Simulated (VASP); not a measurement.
# InP3: single point with PBEsol

The system is InP3.

```
CELL_PARAMETERS angstrom
3.72450 2.15034 3.29500
-3.72450 2.15034 3.29500
0.00000 -4.30068 3.29500
ATOMIC_POSITIONS crystal
In 0.27550 0.27550 0.27550
In 0.72450 0.72450 0.72450
P 0.79630 0.24140 0.79630
P 0.79630 0.79630 0.24140
P 0.24140 0.79630 0.79630
P 0.20370 0.75860 0.20370
P 0.75860 0.20370 0.20370
P 0.20370 0.20370 0.75860
```

- Program: VASP 6.6.1
- Task: single point
- Functional: PBEsol
- Potentials or basis: VASP PAW PBE potentials, release 64 (In_d, P)
- Cutoff: 520 eV
- k mesh: 6 × 6 × 6
- Occupations: gaussian, width 0.1 eV
- Spin: no spin polarisation
- Dipole correction: no
- Further INCAR settings: ALGO = Normal; EDIFF = 1e-06; NBANDS = 38

The pressure is -0.2 GPa. The largest force is 0.155 eV/Å. The band gap on the k mesh is zero (bands 28 and 29 overlap by 0.51 eV).

Forces in eV/Å, atoms in the order of the input:
```
In   0.000  0.000 -0.113
In   0.000  0.000  0.113
P   -0.024  0.014 -0.153
P    0.000 -0.027 -0.153
P    0.024  0.014 -0.153
P    0.024 -0.014  0.153
P   -0.024 -0.014  0.153
P    0.000  0.027  0.153
```

Stress tensor (GPa, compression positive):
```
-0.24  0.00  0.00
 0.00 -0.24  0.00
 0.00  0.00 -0.07
```

Levels at points of the mesh, in eV from the Fermi level:
```
           k point  band 25  band 26  band 27  band 28  band 29  band 30  band 31  band 32
(0.00, 0.00, 0.00)    -2.19    -2.03    -0.70    -0.70    -0.23    -0.13     1.97     2.30
(0.50, 0.00, 0.00)    -2.48    -1.50    -1.05    -1.02     0.41     2.53     2.69     3.11
(0.50, 0.50, 0.00)    -1.35    -0.73    -0.59     0.01     1.33     1.45     2.30     2.51
(0.50, 0.50, 0.50)     0.03     0.03     0.21     0.21     1.58     1.71     1.71     1.97
```

Wall time 3.8 min on 1 thread of Intel Xeon 8259CL, with other jobs on the host, peak memory 0.32 GiB.

Caveat: semilocal functionals underestimate gaps, so a narrow gap can read as zero; the PAW data sets were made with another functional, which shifts forces and pressure a little; spin-orbit coupling is left out, which moves the levels of the heavy elements.
